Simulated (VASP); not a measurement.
# InSb3 in VASP: further runs

Runs on InSb3. Level: PBEsol. Tasks: single point.

Everything below comes from runs of VASP 6.6.1. Logs are shortened: lines on timing, memory, paths and dates and some standing lists are left out, and cuts for length are marked.

## 1. The cell of the first run

It takes space group Pm-3m (No. 221, cubic). The conventional cell has a = 4.901 Å, b = 4.901 Å, c = 4.901 Å, α = 90.00°, β = 90.00°, γ = 90.00°. Sb (site symmetry 4/mmm) has 8 Sb at 3.47 Å and 4 In at 3.47 Å within 4.6 Å. In (site symmetry m-3m) has 12 Sb at 3.47 Å within 4.6 Å.

## 2. Single point, PBEsol

The input, INCAR:

```
SYSTEM = InSb3
ALGO = Normal ; EDIFF = 1E-6
ENCUT = 520 ; GGA = PS
ISIF = 2 ; ISMEAR = -1
LASPH = .True. ; LCHARG = .False.
LREAL = .False. ; LWAVE = .False.
NBANDS = 22 ; NELM = 60
PREC = Accurate ; SIGMA = 0.05
```

The input, KPOINTS:

```
k-points
0
Gamma
  6 6 6
  0 0 0
```

The input, POSCAR:

```
InSb3
1.0
    4.9006334225      0.0000000000      0.0000000000
    0.0000000000      4.9006334225      0.0000000000
    0.0000000000      0.0000000000      4.9006334225
Sb In
3 1
Direct
    0.5000000000      0.5000000000      0.0000000000
    0.0000000000      0.5000000000      0.5000000000
    0.5000000000      0.0000000000      0.5000000000
    0.0000000000      0.0000000000      0.0000000000
```

Potentials or basis: VASP PAW PBE potentials, release 64 (Sb, In_d).

Launch:

```sh
cat potpaw_PBE.64/Sb/POTCAR potpaw_PBE.64/In_d/POTCAR > POTCAR
mpirun -np 1 vasp_std > vasp.out
```

OUTCAR:

```text
SYSTEM = InSb3
   EDIFF = 1E-6
   ENCUT = 520
   GGA = PS
   ISIF = 2
   ISMEAR = -1
   LASPH = .True.
   LREAL = .False.
   NELM = 60
   PREC = Accurate

 ion  position               nearest neighbor table
   1  0.500  0.500  0.000-   2 3.47   3 3.47   4 3.47   2 3.47   3 3.47   3 3.47   4 3.47   3 3.47
                             2 3.47   4 3.47   2 3.47   4 3.47
   2  0.000  0.500  0.500-   1 3.47   3 3.47   4 3.47   1 3.47   4 3.47   3 3.47   4 3.47   4 3.47
                             1 3.47   3 3.47   1 3.47   3 3.47
   3  0.500  0.000  0.500-   1 3.47   2 3.47   4 3.47   1 3.47   4 3.47   1 3.47   2 3.47   1 3.47
                             2 3.47   4 3.47   4 3.47   2 3.47
   4  0.000  0.000  0.000-   1 3.47   2 3.47   3 3.47   2 3.47   3 3.47   1 3.47   2 3.47   2 3.47
                             1 3.47   3 3.47   3 3.47   1 3.47

  LATTYP: Found a simple cubic cell.
 ALAT       =     4.9006334225

  Lattice vectors:

 A1 = (   4.9006334225,   0.0000000000,   0.0000000000)
 A2 = (   0.0000000000,   4.9006334225,   0.0000000000)
 A3 = (   0.0000000000,   0.0000000000,   4.9006334225)

Analysis of symmetry for initial positions (statically):
=====================================================================
 Subroutine PRICEL returns:
 Original cell was already a primitive cell.

 Routine SETGRP: Setting up the symmetry group for a
 simple cubic supercell.

 Subroutine GETGRP returns: Found 48 space group operations
 (whereof 48 operations were pure point group operations)
 out of a pool of 48 trial point group operations.

The static configuration has the point symmetry O_h .

Analysis of symmetry for dynamics (positions and initial velocities):
=====================================================================
 Subroutine PRICEL returns:
 Original cell was already a primitive cell.

 Routine SETGRP: Setting up the symmetry group for a
 simple cubic supercell.

 Subroutine GETGRP returns: Found 48 space group operations
 (whereof 48 operations were pure point group operations)
 out of a pool of 48 trial point group operations.

The dynamic configuration has the point symmetry O_h .

 Subroutine INISYM returns: Found 48 space group operations
 (whereof 48 operations are pure point group operations),
 and found     1 'primitive' translations

----------------------------------------------------------------------------------------

                                     Primitive cell

  volume of cell :     117.6946

  direct lattice vectors                    reciprocal lattice vectors
     4.900633423  0.000000000  0.000000000     0.204055254  0.000000000  0.000000000
     0.000000000  4.900633423  0.000000000     0.000000000  0.204055254  0.000000000
     0.000000000  0.000000000  4.900633423     0.000000000  0.000000000  0.204055254

  length of vectors
     4.900633423  4.900633423  4.900633423     0.204055254  0.204055254  0.204055254

  position of ions in fractional coordinates (direct lattice)
     0.500000000  0.500000000  0.000000000
     0.000000000  0.500000000  0.500000000
     0.500000000  0.000000000  0.500000000
     0.000000000  0.000000000  0.000000000

  ion indices of the primitive-cell ions
   primitive index   ion index
                 1           1
                 2           2
                 3           3
                 4           4

----------------------------------------------------------------------------------------

 KPOINTS: k-points

Automatic generation of k-mesh.
 Grid dimensions read from file:
 generate k-points for:    6    6    6

 Generating k-lattice:

  Cartesian coordinates                     Fractional coordinates (reciprocal lattice)
     0.034009209  0.000000000  0.000000000     0.166666667  0.000000000  0.000000000
     0.000000000  0.034009209  0.000000000     0.000000000  0.166666667  0.000000000
     0.000000000  0.000000000  0.034009209     0.000000000  0.000000000  0.166666667

  Length of vectors
     0.034009209  0.034009209  0.034009209

  Shift w.r.t. Gamma in fractional coordinates (k-lattice)
     0.000000000  0.000000000  0.000000000

 Subroutine IBZKPT returns following result:
 ===========================================

 Found     20 irreducible k-points:

 Following reciprocal coordinates:
            Coordinates               Weight
  0.000000  0.000000  0.000000      1.000000
  0.166667  0.000000  0.000000      6.000000
  0.333333  0.000000  0.000000      6.000000
  0.500000  0.000000  0.000000      3.000000
  0.166667  0.166667  0.000000     12.000000
  0.333333  0.166667  0.000000     24.000000
[... 12 lines left out ...]
  0.500000  0.500000  0.333333      6.000000
  0.500000  0.500000  0.500000      1.000000
   k-points           NKPTS =     20   k-points in BZ     NKDIM =     20   number of bands    NBANDS=     22
   number of dos      NEDOS =    301   number of ions     NIONS =      4
   total plane-waves  NPLWV =  46656
   dimension x,y,z NGX =    36 NGY =   36 NGZ =   36
   dimension x,y,z NGXF=    72 NGYF=   72 NGZF=   72
   ions per type =               3   1
   NGX,Y,Z   is equivalent  to a cutoff of  12.21, 12.21, 12.21 a.u.
   NGXF,Y,Z  is equivalent  to a cutoff of  24.42, 24.42, 24.42 a.u.
 SYSTEM =  InSb3
   PREC   = accura    normal or accurate (medium, high low for compatibility)
   ISTART =      0    job   : 0-new  1-cont  2-samecut
   ICHARG =      2    charge: 1-file 2-atom 10-const
   ISPIN  =      1    spin polarized calculation?
   LNONCOLLINEAR =      F non collinear calculations
   LSORBIT =      F    spin-orbit coupling
   LASPH  =      T    aspherical Exc in radial PAW
   ENCUT  =  520.0 eV  38.22 Ry    6.18 a.u.   9.11  9.11  9.11*2*pi/ulx,y,z
   NELM   =     60;   NELMIN=  2; NELMDL= -5     # of ELM steps
   EDIFF  = 0.1E-05   stopping-criterion for ELM
   LREAL  =      F    real-space projection
   EDIFFG = 0.1E-04   stopping-criterion for IOM
   NSW    =      0    number of steps for IOM
   IBRION =     -1    ionic relax: 0-MD 1-quasi-New 2-CG
   NFREE  =      0    steps in history (QN), initial steepest desc. (CG)
   ISIF   =      2    stress and relaxation
   ISYM   =      2    0-nonsym 1-usesym 2-fastsym
   POTIM  = 0.5000    time-step for ionic-motion
   TEBEG  =    0.0;   TEEND  =   0.0 temperature during run
   PSTRESS=    0.0 pullay stress
   NELECT =      28.0000    total number of electrons
   NUPDOWN=      -1.0000    fix difference up-down
   EMIN   =  10.00;   EMAX   =-10.00  energy-range for DOS
   EFERMI =   0.00;   METHOD = LEGACY
   ISMEAR =    -1;   SIGMA  =   0.05  broadening in eV -4-tet -1-fermi 0-gaus
   EFERMI_NEDOS =   21; number of points for ismear=-14 and -15
   IALGO  =     38    algorithm
   IMIX   =      4    mixing-type and parameters
     AMIX     =   0.40;   BMIX     =  1.00
     AMIX_MAG =   1.60;   BMIX_MAG =  1.00
  volume/ion in A,a.u.               =      29.42       198.56
  Fermi-wavevector in a.u.,A,eV,Ry     =   1.014399  1.916935 14.000455  1.029004
  Thomas-Fermi vector in A             =   2.147624
   LORBIT       =      0    0 simple, 1 ext, 2 COOP (PROOUT), +10 PAW based schemes
   GGA     = PS    functional components
   LHFCALC =     F    Hartree Fock is set to
   AEXX    =    0.0000 exact exchange contribution
   IVDW    =     0    specifies the selected vdW correction
   LEPSILON=     F    determine dielectric tensor
   LRPA    =     F    only Hartree local field effects (RPA)
 non-spin polarized calculation
  energy-cutoff  :      520.00
  volume of cell :      117.69
 maximum number of plane-waves:      3191
   NGX = 19   NGY = 19   NGZ = 19

 number of electron      27.9999985 magnetization

 Free energy of the ion-electron system (eV)
  ---------------------------------------------------
  ext. energy  EPLUGINS =         0.00000000
  ---------------------------------------------------
  free energy    TOTEN  =       -15.85624283 eV

  energy without entropy =      -15.83224753  energy(sigma->0) =      -15.84424518

 E-fermi :   7.0093     XC(G=0):  -9.9244

 val. band max:        7.0001513916   @ k =   0.1667   0.0000   0.0000
 cond. band min:       7.0096621826   @ k =   0.5000   0.3333   0.0000
 fundamental gap:      0.0095107909
 Fermi energy:         7.0093045858

 k-point     1 :       0.0000    0.0000    0.0000
  band No.  band energies     occupation
      1      -7.3886      2.00000
      2      -7.3886      2.00000
      3      -7.3762      2.00000
      4      -7.3762      2.00000
      5      -7.3762      2.00000
      6      -4.7906      2.00000
[... 14 lines left out ...]
     21      11.7758      0.00000
     22      12.1517      0.00000

 k-point     2 :       0.1667    0.0000    0.0000
  band No.  band energies     occupation
      1      -7.3875      2.00000
      2      -7.3854      2.00000
      3      -7.3783      2.00000
      4      -7.3783      2.00000
      5      -7.3761      2.00000
      6      -4.6329      2.00000
[... 14 lines left out ...]
     21      12.3609      0.00000
     22      12.5058      0.00000

 k-point     3 :       0.3333    0.0000    0.0000
  band No.  band energies     occupation
      1      -7.3853      2.00000
      2      -7.3827      2.00000
      3      -7.3827      2.00000
      4      -7.3790      2.00000
      5      -7.3760      2.00000
      6      -4.1791      2.00000
[... 14 lines left out ...]
     21      11.4542      0.00000
     22      12.6740      0.00000
[... 376 lines left out ...]
 k-point    19 :       0.5000    0.5000    0.3333
  band No.  band energies     occupation
      1      -7.4019      2.00000
      2      -7.3969      2.00000
      3      -7.3969      2.00000
      4      -7.3665      2.00000
      5      -7.3632      2.00000
      6      -2.0503      2.00000
[... 14 lines left out ...]
     21      12.5878      0.00000
     22      14.9759      0.00000

 k-point    20 :       0.5000    0.5000    0.5000
  band No.  band energies     occupation
      1      -7.4011      2.00000
      2      -7.4011      2.00000
      3      -7.4011      2.00000
      4      -7.3629      2.00000
      5      -7.3629      2.00000
      6      -1.9112      2.00000
[... 14 lines left out ...]
     21      13.0455      0.00000
     22      14.9837      0.00000

------------------------ aborting loop because EDIFF is reached ----------------------------------------

  FORCE on cell =-STRESS in cart. coord.  units (eV):
  Direction    XX          YY          ZZ          XY          YZ          ZX
  --------------------------------------------------------------------------------------
  -------------------------------------------------------------------------------------
  Total       -3.6878318     -3.6878318     -3.6878318      0.0000000     -0.0000000      0.0000000
  in kB      -50.2024643    -50.2024643    -50.2024643      0.0000000     -0.0000000      0.0000000
  external PRESSURE =     -50.2024643 kB  Pullay stress =       0.0000000 kB

 VOLUME and BASIS-vectors are now :
 -----------------------------------------------------------------------------
  energy-cutoff  :      520.00
  volume of cell :      117.69
      direct lattice vectors                 reciprocal lattice vectors
     4.900633423  0.000000000  0.000000000     0.204055254  0.000000000  0.000000000
     0.000000000  4.900633423  0.000000000     0.000000000  0.204055254  0.000000000
     0.000000000  0.000000000  4.900633423     0.000000000  0.000000000  0.204055254

 POSITION                                       TOTAL-FORCE (eV/Angst)
 -----------------------------------------------------------------------------------
      2.45032      2.45032      0.00000         0.000000      0.000000      0.000000
      0.00000      2.45032      2.45032         0.000000      0.000000      0.000000
      2.45032      0.00000      2.45032         0.000000      0.000000      0.000000
      0.00000      0.00000      0.00000         0.000000      0.000000      0.000000
 -----------------------------------------------------------------------------------
    total drift:                               -0.000000     -0.000000     -0.000000

  FREE ENERGIE OF THE ION-ELECTRON SYSTEM (eV)
  ---------------------------------------------------
  free  energy   TOTEN  =       -15.8562428282 eV

  energy  without entropy=      -15.8322475278  energy(sigma->0) =      -15.84424518
```

It took 13 s on 1 thread of Intel Xeon 6975P-C (Granite Rapids), shared host; peak memory 0.22 GiB.

What came out:

```yaml
Free_energy: -15.8562 eV
Pressure: -5.0 GPa
Band_gap_on_the_k_mesh: zero (band 14 reaches 10.22 eV, above the bottom of band 15 at 5.96 eV)
```

Levels at points of the mesh, in eV from the Fermi level:
| k point | band 12 | band 13 | band 14 | band 15 | band 16 | band 17 |
| --- | --- | --- | --- | --- | --- | --- |
| (0.00, 0.00, 0.00) | -3.63 | 0.39 | 0.39 | 0.39 | 1.64 | 1.64 |
| (0.50, 0.00, 0.00) | -1.96 | -1.96 | -1.04 | -0.78 | 1.69 | 2.00 |
| (0.50, 0.50, 0.00) | -1.64 | -1.25 | -1.05 | -1.05 | -0.57 | 1.09 |
| (0.50, 0.50, 0.50) | -4.68 | -4.68 | 3.21 | 3.21 | 3.26 | 3.26 |

Caveat: the PAW data sets were made with another functional, which shifts forces and pressure a little; spin-orbit coupling is left out, which moves the levels of the heavy elements.

(Part 1 of 2 ends here.)
